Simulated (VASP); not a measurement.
# AlNi (Cmmm) in VASP: further runs, part 2 of 2

VASP 6.6.1. Earlier steps stand in the parts before.

## (4) Single point, PBEsol

INCAR reads:

```
SYSTEM = AlNi
PREC     = Accurate       ! precision mode
ENCUT    = 520            ! plane-wave cutoff, eV
EDIFF    = 1E-7           ! SCF threshold, eV
ISMEAR   = 0              ! smearing method
SIGMA    = 0.1            ! smearing width, eV
LREAL    = .FALSE.        ! projectors in reciprocal space
LASPH    = .TRUE.         ! aspherical terms in the spheres
NELM     = 80             ! most SCF steps
ALGO     = Normal         ! electronic algorithm
ISIF     = 2              ! what is computed and relaxed
LWAVE    = .FALSE.        ! write WAVECAR
LCHARG   = .FALSE.        ! write CHGCAR
GGA      = PS             ! functional
NBANDS   = 14             ! bands
```

KPOINTS reads:

```
Automatic mesh
0
Gamma
  10 10 10
  0.5 0.5 0.5
```

POSCAR reads:

```
AlNi
1.0
    1.9386940000     -1.9531901500      0.0000000000
    1.9386940000      1.9531901500      0.0000000000
    0.0000000000      0.0000000000      3.0994300413
Al Ni
1 1
Direct
    0.0000000000      0.0000000000      0.0000000000
    0.5000000000      0.5000000000      0.5000000000
```

Potentials or basis: VASP PAW PBE potentials, release 64 (Al, Ni).

Command:

```console
$ cat potpaw_PBE.64/Al/POTCAR potpaw_PBE.64/Ni/POTCAR > POTCAR
$ mpirun -np 1 vasp_std > vasp.out
```

OUTCAR:

```text
SYSTEM = AlNi
   PREC = Accurate
   ENCUT = 520
   EDIFF = 1E-7
   ISMEAR = 0
   LREAL = .FALSE.
   LASPH = .TRUE.
   NELM = 80
   ISIF = 2
   GGA = PS

 ion  position               nearest neighbor table
   1  0.000  0.000  0.000-   2 2.48   2 2.48   2 2.48   2 2.48   2 2.49   2 2.49   2 2.49   2 2.49

   2  0.500  0.500  0.500-   1 2.48   1 2.48   1 2.48   1 2.48   1 2.49   1 2.49   1 2.49   1 2.49

  LATTYP: Found a base centered orthorhombic cell.
 ALAT       =     3.8773880000
 B/A-ratio  =     1.0074772759
 C/A-ratio  =     0.7993603017

  Lattice vectors:

 A1 = (   1.9386940000,  -1.9531901500,   0.0000000000)
 A2 = (   1.9386940000,   1.9531901500,   0.0000000000)
 A3 = (   0.0000000000,   0.0000000000,   3.0994300413)

Analysis of symmetry for initial positions (statically):
=====================================================================
 Subroutine PRICEL returns:
 Original cell was already a primitive cell.

 Routine SETGRP: Setting up the symmetry group for a
 base centered orthorhombic supercell.

 Subroutine GETGRP returns: Found  8 space group operations
 (whereof  8 operations were pure point group operations)
 out of a pool of  8 trial point group operations.

The static configuration has the point symmetry D_2h.

Analysis of symmetry for dynamics (positions and initial velocities):
=====================================================================
 Subroutine PRICEL returns:
 Original cell was already a primitive cell.

 Routine SETGRP: Setting up the symmetry group for a
 base centered orthorhombic supercell.

 Subroutine GETGRP returns: Found  8 space group operations
 (whereof  8 operations were pure point group operations)
 out of a pool of  8 trial point group operations.

The dynamic configuration has the point symmetry D_2h.

 Subroutine INISYM returns: Found  8 space group operations
 (whereof  8 operations are pure point group operations),
 and found     1 'primitive' translations

[... 123 lines left out ...]
   LEPSILON=     F    determine dielectric tensor
   LRPA    =     F    only Hartree local field effects (RPA)
 non-spin polarized calculation
 Gauss-broadening in eV      SIGMA  =   0.10
  energy-cutoff  :      520.00
  volume of cell :       23.47
 maximum number of plane-waves:       641
   NGX = 11   NGY = 11   NGZ = 11

 number of electron      13.0000021 magnetization

 Free energy of the ion-electron system (eV)
  ---------------------------------------------------
  ext. energy  EPLUGINS =         0.00000000
  ---------------------------------------------------
  free energy    TOTEN  =       -11.54372127 eV

  energy without entropy =      -11.53941030  energy(sigma->0) =      -11.54156579

 E-fermi :  10.1877     XC(G=0): -12.2572

 val. band max:       10.1749171060   @ k =   0.4500   0.2500   0.3500
 cond. band min:      10.1914424637   @ k =  -0.4500   0.4500   0.3500
 fundamental gap:      0.0165253577
 Fermi energy:        10.1876830100

 k-point     1 :       0.0500    0.0500    0.0500
  band No.  band energies     occupation
      1      -0.9951      2.00000
      2       6.7219      2.00000
      3       6.8632      2.00000
      4       8.4110      2.00000
      5       8.4632      2.00000
      6       8.7441      2.00000
      7      12.9092      0.00000
      8      16.2970      0.00000
      9      16.7079      0.00000
     10      17.9905      0.00000
     11      19.9453      0.00000
     12      25.2698      0.00000
     13      29.1406      0.00000
     14      29.4333      0.00000
[... 377 lines left out ...]
      1       1.3117      2.00000
      2       6.8861      2.00000
      3       7.1531      2.00000
      4       7.8675      2.00000
      5       8.0288      2.00000
      6       8.0681      2.00000
      7      11.7695      0.00000
      8      13.8248      0.00000
      9      15.8548      0.00000
     10      19.1748      0.00000
     11      21.9436      0.00000
     12      24.5791      0.00000
     13      24.6339      0.00000
     14      27.2886      0.00000

 [... further k-points ...]

------------------------ aborting loop because EDIFF is reached ----------------------------------------

  FORCE on cell =-STRESS in cart. coord.  units (eV):
  Direction    XX          YY          ZZ          XY          YZ          ZX
  --------------------------------------------------------------------------------------
  -------------------------------------------------------------------------------------
  Total        0.4304809      0.2501105     -0.5162188      0.0000000      0.0000000      0.0000000
  in kB       29.3831863     17.0717075    -35.2353618      0.0000000      0.0000000      0.0000000
  external PRESSURE =       3.7398440 kB  Pullay stress =       0.0000000 kB

 VOLUME and BASIS-vectors are now :
 -----------------------------------------------------------------------------
  energy-cutoff  :      520.00
  volume of cell :       23.47
      direct lattice vectors                 reciprocal lattice vectors
     1.938694000 -1.953190150  0.000000000     0.257905580 -0.255991461  0.000000000
     1.938694000  1.953190150  0.000000000     0.257905580  0.255991461  0.000000000
     0.000000000  0.000000000  3.099430041     0.000000000  0.000000000  0.322639965

 POSITION                                       TOTAL-FORCE (eV/Angst)
 -----------------------------------------------------------------------------------
      0.00000      0.00000      0.00000         0.000000      0.000000      0.000000
      1.93869      0.00000      1.54972        -0.000000     -0.000000      0.000000
 -----------------------------------------------------------------------------------
    total drift:                                0.000000      0.000000      0.000000

  FREE ENERGIE OF THE ION-ELECTRON SYSTEM (eV)
  ---------------------------------------------------
  free  energy   TOTEN  =       -11.5437212725 eV

  energy  without entropy=      -11.5394102995  energy(sigma->0) =      -11.54156579
```

stdout:

```text
POSCAR found type information on POSCAR AlNi
 POSCAR found :  2 types and       2 ions
 scaLAPACK will be used
 -----------------------------------------------------------------------------
|                                                                             |
|                                                                             |
|     You enforced a specific xc type in the INCAR file but a different       |
|     I HOPE YOU KNOW WHAT YOU ARE DOING!                                     |
|                                                                             |
 -----------------------------------------------------------------------------

 LDA part: xc-table for (Slater+PW92), standard interpolation
 POSCAR, INCAR and KPOINTS ok, starting setup
 FFT: planning ... GRIDC
 FFT: planning ... GRID_SOFT
 FFT: planning ... GRID
 WAVECAR not read
 entering main loop
```

Run time: 19 s. Hardware: 1 thread of Intel Xeon Platinum 8559C (Emerald Rapids), shared host; peak memory 0.16 GiB.

What came out:

```
Free energy : -11.5437 eV
Pressure    : 0.4 GPa
```

Caveat: the PAW data sets were made with another functional, which shifts forces and pressure a little. Spin polarisation is off, so any magnetic state and its effect on volume and gap are missing.

## (5) Overview

| k mesh | gap on the mesh (eV) | pressure (GPa) |
| --- | --- | --- |
| 10 × 10 × 8 | none | 0.5 |
| 10 × 10 × 10 | none | 0.6 |
| 10 × 10 × 10, shifted | none | 0.4 |

Alike in all rows: task single point; level PBEsol; potentials or basis VASP PAW PBE potentials, release 64 (Al, Ni); no spin polarisation; cell as given; cutoff (eV) 520; smearing gaussian 0.1 eV.

Every run on the cell as given and a fine mesh finds a metal.

Caveats: the PAW data sets were made with another functional, which shifts forces and pressure a little.

Absolute energies hang on the potentials; compare differences alone.
